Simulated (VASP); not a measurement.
# Si3BTe2 (P4mm) in VASP: notebook

Si3BTe2 is run at these levels: PBE; tasks: single point.

All numbers are computed with VASP 6.6.1; they aren't measurements. Logs are shortened: lines on timing, memory, paths and dates and some standing lists are left out, and cuts for length are marked.

**1. The cell of the first run**

The structure is tetragonal, space group P4mm (No. 99). The conventional cell has a = 3.122 Å, b = 3.122 Å, c = 12.680 Å, α = 90.00°, β = 90.00°, γ = 90.00°. Si (site symmetry 4mm) has 8 Si at 2.47 to 3.12 Å within 3.3 Å. Within 3.0 Å of Si (site symmetry 4mm) lie 4 B at 2.25 Å and 1 Te at 2.64 Å. Within 3.3 Å of Si (site symmetry 4mm) lie 8 Si at 2.47 to 3.12 Å. B (site symmetry 4mm) has 1 Te at 2.24 Å and 4 Si at 2.25 Å within 3.0 Å. Te (site symmetry 4mm) has 1 Si at 2.64 Å and 4 Te at 3.12 Å within 3.5 Å. Te (site symmetry 4mm) has 1 B at 2.24 Å within 3.0 Å.

The cell was generated, and may not be a known phase.

**2. Single point, PBE**

INCAR reads:

```
SYSTEM = Si3BTe2
PREC     = Accurate       ! precision mode
ENCUT    = 520            ! plane-wave cutoff, eV
EDIFF    = 1E-7           ! SCF threshold, eV
ISMEAR   = 0              ! smearing method
SIGMA    = 0.1            ! smearing width, eV
LREAL    = .FALSE.        ! projectors in reciprocal space
LASPH    = .TRUE.         ! aspherical terms in the spheres
NELM     = 60             ! most SCF steps
ALGO     = Normal         ! electronic algorithm
ISIF     = 2              ! what is computed and relaxed
LWAVE    = .FALSE.        ! write WAVECAR
LCHARG   = .FALSE.        ! write CHGCAR
GGA      = PE             ! functional
NBANDS   = 22             ! bands
```

KPOINTS reads:

```
Automatic mesh
0
G
  6 6 2
  0 0 0
```

POSCAR reads:

```
Si3BTe2
1.0
    3.1217777188      0.0000000000      0.0000000000
    0.0000000000      3.1217777188      0.0000000000
    0.0000000000      0.0000000000     12.6797877206
Si B Te
3 1 2
Direct
    0.0000000000      0.0000000000      0.7003292011
    0.0000000000      0.0000000000      0.2447502158
    0.5000000000      0.5000000000      0.7871409341
    0.5000000000      0.5000000000      0.2773791067
    0.0000000000      0.0000000000      1.0365357334
    0.5000000000      0.5000000000      0.4538648189
```

Potentials or basis: VASP PAW PBE potentials, release 64 (Si, B, Te).

The run is started by

```bash
$ cat potpaw_PBE.64/Si/POTCAR potpaw_PBE.64/B/POTCAR potpaw_PBE.64/Te/POTCAR > POTCAR
$ mpirun -np 1 vasp_std > vasp.out
```

OUTCAR:

```text
SYSTEM = Si3BTe2
   PREC = Accurate
   ENCUT = 520
   EDIFF = 1E-7
   ISMEAR = 0
   LREAL = .FALSE.
   LASPH = .TRUE.
   NELM = 60
   ISIF = 2
   GGA = PE

 ion  position               nearest neighbor table
   1  0.000  0.000  0.700-   3 2.47   3 2.47   3 2.47   3 2.47
   2  0.000  0.000  0.245-   4 2.25   4 2.25   4 2.25   4 2.25   5 2.64
   3  0.500  0.500  0.787-   1 2.47   1 2.47   1 2.47   1 2.47
   4  0.500  0.500  0.277-   6 2.24   2 2.25   2 2.25   2 2.25   2 2.25
   5  0.000  0.000  0.037-   2 2.64
   6  0.500  0.500  0.454-   4 2.24

  LATTYP: Found a simple tetragonal cell.
 ALAT       =     3.1217777188
 C/A-ratio  =     4.0617202321

  Lattice vectors:

 A1 = (   3.1217777188,   0.0000000000,   0.0000000000)
 A2 = (   0.0000000000,   3.1217777188,   0.0000000000)
 A3 = (   0.0000000000,   0.0000000000,  12.6797877206)

Analysis of symmetry for initial positions (statically):
=====================================================================
 Subroutine PRICEL returns:
 Original cell was already a primitive cell.

 Routine SETGRP: Setting up the symmetry group for a
 simple tetragonal supercell.

 Subroutine GETGRP returns: Found  8 space group operations
 (whereof  8 operations were pure point group operations)
 out of a pool of 16 trial point group operations.

The static configuration has the point symmetry C_4v.

Analysis of symmetry for dynamics (positions and initial velocities):
=====================================================================
 Subroutine PRICEL returns:
 Original cell was already a primitive cell.

 Routine SETGRP: Setting up the symmetry group for a
 simple tetragonal supercell.

 Subroutine GETGRP returns: Found  8 space group operations
 (whereof  8 operations were pure point group operations)
 out of a pool of 16 trial point group operations.

The dynamic configuration has the point symmetry C_4v.

 Subroutine INISYM returns: Found  8 space group operations
 (whereof  8 operations are pure point group operations),
 and found     1 'primitive' translations

----------------------------------------------------------------------------------------

                                     Primitive cell

  volume of cell :     123.5708

  direct lattice vectors                    reciprocal lattice vectors
     3.121777719  0.000000000  0.000000000     0.320330302  0.000000000  0.000000000
     0.000000000  3.121777719  0.000000000     0.000000000  0.320330302  0.000000000
     0.000000000  0.000000000 12.679787721     0.000000000  0.000000000  0.078865674

  length of vectors
     3.121777719  3.121777719 12.679787721     0.320330302  0.320330302  0.078865674

  position of ions in fractional coordinates (direct lattice)
     0.000000000  0.000000000  0.700329201
     0.000000000  0.000000000  0.244750216
     0.500000000  0.500000000  0.787140934
     0.500000000  0.500000000  0.277379107
     0.000000000  0.000000000  0.036535733
     0.500000000  0.500000000  0.453864819

  ion indices of the primitive-cell ions
   primitive index   ion index
                 1           1
                 2           2
                 3           3
                 4           4
                 5           5
                 6           6

----------------------------------------------------------------------------------------

 KPOINTS: Automatic mesh

Automatic generation of k-mesh.
 Grid dimensions read from file:
 generate k-points for:    6    6    2

 Generating k-lattice:

  Cartesian coordinates                     Fractional coordinates (reciprocal lattice)
     0.053388384  0.000000000  0.000000000     0.166666667  0.000000000  0.000000000
     0.000000000  0.053388384  0.000000000     0.000000000  0.166666667  0.000000000
     0.000000000  0.000000000  0.039432837     0.000000000  0.000000000  0.500000000

  Length of vectors
     0.053388384  0.053388384  0.039432837

  Shift w.r.t. Gamma in fractional coordinates (k-lattice)
     0.000000000  0.000000000  0.000000000

 Subroutine IBZKPT returns following result:
 ===========================================

 Found     20 irreducible k-points:

 Following reciprocal coordinates:
            Coordinates               Weight
  0.000000  0.000000  0.000000      1.000000
  0.166667  0.000000  0.000000      4.000000
  0.333333  0.000000  0.000000      4.000000
  0.500000  0.000000  0.000000      2.000000
  0.166667  0.166667  0.000000      4.000000
  0.333333  0.166667  0.000000      8.000000
[... 12 lines left out ...]
  0.500000  0.333333  0.500000      4.000000
  0.500000  0.500000  0.500000      1.000000
   k-points           NKPTS =     20   k-points in BZ     NKDIM =     20   number of bands    NBANDS=     22
   number of dos      NEDOS =    301   number of ions     NIONS =      6
   total plane-waves  NPLWV =  55296
   dimension x,y,z NGX =    24 NGY =   24 NGZ =   96
   dimension x,y,z NGXF=    48 NGYF=   48 NGZF=  192
   ions per type =               3   1   2
   NGX,Y,Z   is equivalent  to a cutoff of  12.78, 12.78, 12.59 a.u.
   NGXF,Y,Z  is equivalent  to a cutoff of  25.56, 25.56, 25.17 a.u.
 SYSTEM =  Si3BTe2
   PREC   = accura    normal or accurate (medium, high low for compatibility)
   ISTART =      0    job   : 0-new  1-cont  2-samecut
   ICHARG =      2    charge: 1-file 2-atom 10-const
   ISPIN  =      1    spin polarized calculation?
   LNONCOLLINEAR =      F non collinear calculations
   LSORBIT =      F    spin-orbit coupling
   LASPH  =      T    aspherical Exc in radial PAW
   ENCUT  =  520.0 eV  38.22 Ry    6.18 a.u.   5.80  5.80 23.58*2*pi/ulx,y,z
   NELM   =     60;   NELMIN=  2; NELMDL= -5     # of ELM steps
   EDIFF  = 0.1E-06   stopping-criterion for ELM
   LREAL  =      F    real-space projection
   EDIFFG = 0.1E-05   stopping-criterion for IOM
   NSW    =      0    number of steps for IOM
   IBRION =     -1    ionic relax: 0-MD 1-quasi-New 2-CG
   NFREE  =      0    steps in history (QN), initial steepest desc. (CG)
   ISIF   =      2    stress and relaxation
   ISYM   =      2    0-nonsym 1-usesym 2-fastsym
   POTIM  = 0.5000    time-step for ionic-motion
   TEBEG  =    0.0;   TEEND  =   0.0 temperature during run
   PSTRESS=    0.0 pullay stress
   NELECT =      27.0000    total number of electrons
   NUPDOWN=      -1.0000    fix difference up-down
   EMIN   =  10.00;   EMAX   =-10.00  energy-range for DOS
   EFERMI =   0.00;   METHOD = LEGACY
   ISMEAR =     0;   SIGMA  =   0.10  broadening in eV -4-tet -1-fermi 0-gaus
   EFERMI_NEDOS =   21; number of points for ismear=-14 and -15
   IALGO  =     38    algorithm
   IMIX   =      4    mixing-type and parameters
     AMIX     =   0.40;   BMIX     =  1.00
     AMIX_MAG =   1.60;   BMIX_MAG =  1.00
  volume/ion in A,a.u.               =      20.60       138.98
  Fermi-wavevector in a.u.,A,eV,Ry     =   0.986031  1.863329 13.228374  0.972258
  Thomas-Fermi vector in A             =   2.117382
   LORBIT       =      0    0 simple, 1 ext, 2 COOP (PROOUT), +10 PAW based schemes
   GGA     = PE    functional components
   LHFCALC =     F    Hartree Fock is set to
   AEXX    =    0.0000 exact exchange contribution
   IVDW    =     0    specifies the selected vdW correction
   LEPSILON=     F    determine dielectric tensor
   LRPA    =     F    only Hartree local field effects (RPA)
 non-spin polarized calculation
 Gauss-broadening in eV      SIGMA  =   0.10
  energy-cutoff  :      520.00
  volume of cell :      123.57
 maximum number of plane-waves:      3360
 NGX is ok and might be reduce to    24
   NGX = 11   NGY = 11   NGZ = 47

 number of electron      26.9999998 magnetization

 Free energy of the ion-electron system (eV)
  ---------------------------------------------------
  ext. energy  EPLUGINS =         0.00000000
  ---------------------------------------------------
  free energy    TOTEN  =       -25.93396953 eV

  energy without entropy =      -25.91282177  energy(sigma->0) =      -25.92339565

 E-fermi :   7.0521     XC(G=0):  -9.9423

 val. band max:        7.0254051521   @ k =   0.3333   0.0000   0.0000
 cond. band min:       7.0638296988   @ k =   0.1667   0.1667   0.5000
 fundamental gap:      0.0384245467
 Fermi energy:         7.0520769362

 k-point     1 :       0.0000    0.0000    0.0000
  band No.  band energies     occupation
      1      -7.1058      2.00000
      2      -6.5010      2.00000
      3      -5.2079      2.00000
      4      -3.7863      2.00000
      5       0.3345      2.00000
      6       2.5717      2.00000
[... 14 lines left out ...]
     21      11.8834      0.00000
     22      12.0039      0.00000

 k-point     2 :       0.1667    0.0000    0.0000
  band No.  band energies     occupation
      1      -6.7415      2.00000
      2      -6.1490      2.00000
      3      -4.8005      2.00000
      4      -3.4228      2.00000
      5       0.6756      2.00000
      6       2.8097      2.00000
[... 14 lines left out ...]
     21      12.4893      0.00000
     22      13.9116      0.00000

 k-point     3 :       0.3333    0.0000    0.0000
  band No.  band energies     occupation
      1      -5.7492      2.00000
      2      -5.2353      2.00000
      3      -3.5859      2.00000
      4      -2.4192      2.00000
      5       0.5488      2.00000
      6       1.1081      2.00000
[... 14 lines left out ...]
     21      12.4778      0.00000
     22      12.7765      0.00000
[... 376 lines left out ...]
 k-point    19 :       0.5000    0.3333    0.5000
  band No.  band energies     occupation
      1      -3.6028      2.00000
      2      -3.2882      2.00000
      3      -0.1281      2.00000
      4      -0.0157      2.00000
      5       0.1111      2.00000
      6       0.6074      2.00000
[... 14 lines left out ...]
     21      11.0542      0.00000
     22      11.5119      0.00000

 k-point    20 :       0.5000    0.5000    0.5000
  band No.  band energies     occupation
      1      -2.8706      2.00000
      2      -2.5447      2.00000
      3       1.3163      2.00000
      4       1.3163      2.00000
      5       1.8503      2.00000
      6       1.8507      2.00000
[... 14 lines left out ...]
     21       9.7744      0.00000
     22      10.2149      0.00000

------------------------ aborting loop because EDIFF is reached ----------------------------------------

  FORCE on cell =-STRESS in cart. coord.  units (eV):
  Direction    XX          YY          ZZ          XY          YZ          ZX
  --------------------------------------------------------------------------------------
  -------------------------------------------------------------------------------------
  Total        0.1542879      0.1542879      0.0258622      0.0000000      0.0000000     -0.0000000
  in kB        2.0004442      2.0004442      0.3353204      0.0000000      0.0000000     -0.0000000
  external PRESSURE =       1.4454030 kB  Pullay stress =       0.0000000 kB

 VOLUME and BASIS-vectors are now :
 -----------------------------------------------------------------------------
  energy-cutoff  :      520.00
  volume of cell :      123.57
      direct lattice vectors                 reciprocal lattice vectors
     3.121777719  0.000000000  0.000000000     0.320330302  0.000000000  0.000000000
     0.000000000  3.121777719  0.000000000     0.000000000  0.320330302  0.000000000
     0.000000000  0.000000000 12.679787721     0.000000000  0.000000000  0.078865674

 POSITION                                       TOTAL-FORCE (eV/Angst)
 -----------------------------------------------------------------------------------
      0.00000      0.00000      8.88003         0.000000      0.000000     -0.004922
      0.00000      0.00000      3.10338         0.000000      0.000000      0.025576
      1.56089      1.56089      9.98078         0.000000      0.000000      0.017887
      1.56089      1.56089      3.51711        -0.000000     -0.000000     -0.048567
      0.00000      0.00000      0.46327         0.000000      0.000000     -0.037572
      1.56089      1.56089      5.75491         0.000000     -0.000000      0.047598
 -----------------------------------------------------------------------------------
    total drift:                               -0.000000     -0.000000     -0.000063

  FREE ENERGIE OF THE ION-ELECTRON SYSTEM (eV)
  ---------------------------------------------------
  free  energy   TOTEN  =       -25.9339695301 eV

  energy  without entropy=      -25.9128217722  energy(sigma->0) =      -25.92339565
```

It took 84 s on 1 thread of Oxide Virtual Turin-like, shared host; peak memory 0.21 GiB.

Results:

```
Free energy            : -25.9340 eV
Pressure               : 0.1 GPa
Largest force          : 0.049 eV/Å
Band gap on the k mesh : zero (an odd number of electrons rules out a gap without spin polarisation)
```

Forces on the atoms (eV/Å):
```
Si   0.000  0.000 -0.005
Si   0.000  0.000  0.026
Si   0.000  0.000  0.018
B    0.000  0.000 -0.049
Te   0.000  0.000 -0.038
Te   0.000  0.000  0.048
```

Stress tensor (GPa, compression positive):
```
0.20 0.00 0.00
0.00 0.20 0.00
0.00 0.00 0.03
```

Caveat: spin-orbit coupling is left out, which moves the levels of the heavy elements; an odd number of electrons without spin polarisation forces a metal; a magnetic or distorted state may lie lower.

(Continued in part 2 of 2.)

The gap in the log of VASP goes by the Fermi energy; the results here count the filled bands.